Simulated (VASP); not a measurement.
Set up this calculation in VASP 6.6.1, as the native input.

```
Task                   : single point
Functional             : LDA
Potentials or basis    : VASP PAW LDA potentials, release 64 (C)
Cutoff                 : 520 eV
k mesh                 : 12 × 12 × 12
Occupations            : gaussian, width 0.05 eV
Spin                   : no spin polarisation
Dipole correction      : no
Further INCAR settings : ALGO = Normal; EDIFF = 1e-07; NBANDS = 31
```

The structure of C lies in POSCAR:

```
C
1.0
    1.2456453765      0.7191736934      9.6386449503
   -1.2456453765      0.7191736934      9.6386449503
    0.0000000000     -1.4383473869      9.6386449503
C
10
Direct
    0.0248185524      0.0248185524      0.0248185524
    0.9751814476      0.9751814476      0.9751814476
    0.1086956498      0.1086956498      0.1086956498
    0.8913043502      0.8913043502      0.8913043502
    0.1583656632      0.1583656632      0.1583656632
    0.8416343368      0.8416343368      0.8416343368
    0.3748645768      0.3748645768      0.3748645768
    0.6251354232      0.6251354232      0.6251354232
    0.4253218689      0.4253218689      0.4253218689
    0.5746781311      0.5746781311      0.5746781311
```

This cell differs from its parent crystal: strain -0.0600 x Voigt [0, 0, 1, 0, 0, 0].

These files were run (other wordings do the same):

INCAR

```
SYSTEM = C
PREC = Accurate
ENCUT = 520
EDIFF = 1E-7
ISMEAR = 0
SIGMA = 0.05
LREAL = .False.
LASPH = .True.
NELM = 60
ALGO = Normal
ISIF = 2
LWAVE = .False.
LCHARG = .True.
GGA = CA
LELF = .True.
LVHAR = .True.
NBANDS = 31
```

KPOINTS

```
regular mesh
0
Gamma
  12 12 12
  0 0 0
```

Potentials or basis: VASP PAW LDA potentials, release 64 (C).

Run with:

```bash
$ cat potpaw_LDA.64/C/POTCAR > POTCAR
$ mpirun -np 1 vasp_std > vasp.out
```

It gave:

| Property | Result |
| --- | --- |
| Pressure | 37.2 GPa |
| Largest force | 0.859 eV/Å |
| Band gap on the k mesh | 3.86 eV (least direct gap 4.74 eV) |

Caveat: the cell differs from its parent crystal (strain -0.0600 x Voigt [0, 0, 1, 0, 0, 0]); the cell stands under pressure.

It took 27 min on 1 thread of Intel(R) Xeon(R) 6975P-C (Granite Rapids), with other jobs on the host, peak memory 0.61 GiB.
